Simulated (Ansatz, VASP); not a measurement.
## One calculation of Mo, two programs

```
CELL_PARAMETERS angstrom
0.00000 2.78048 2.78048
2.78048 0.00000 2.78048
2.78048 2.78048 0.00000
ATOMIC_POSITIONS crystal
Mo 0.12500 0.12500 0.12500
Mo 0.87500 0.87500 0.87500
```

Alike in both runs: task single point; functional revPBE; k mesh 11 × 11 × 11; occupations fermi-dirac, width 0.1 eV; no spin polarisation.

|  | VASP | Ansatz |
| --- | --- | --- |
| version | VASP 6.6.1 | Ansatz 0.2.0 |
| potentials or method | VASP PAW PBE potentials, release 64 (Mo_sv), cutoff 520 eV | plane waves (420 eV) with PAW, scalar-relativistic |
| valence electrons in the cell | 28 | 28 |

```csv
,VASP,Ansatz,Ansatz less VASP
pressure (GPa),10.6,10.0,-0.57
```

VASP's potentials were made for PBE, not for revPBE.
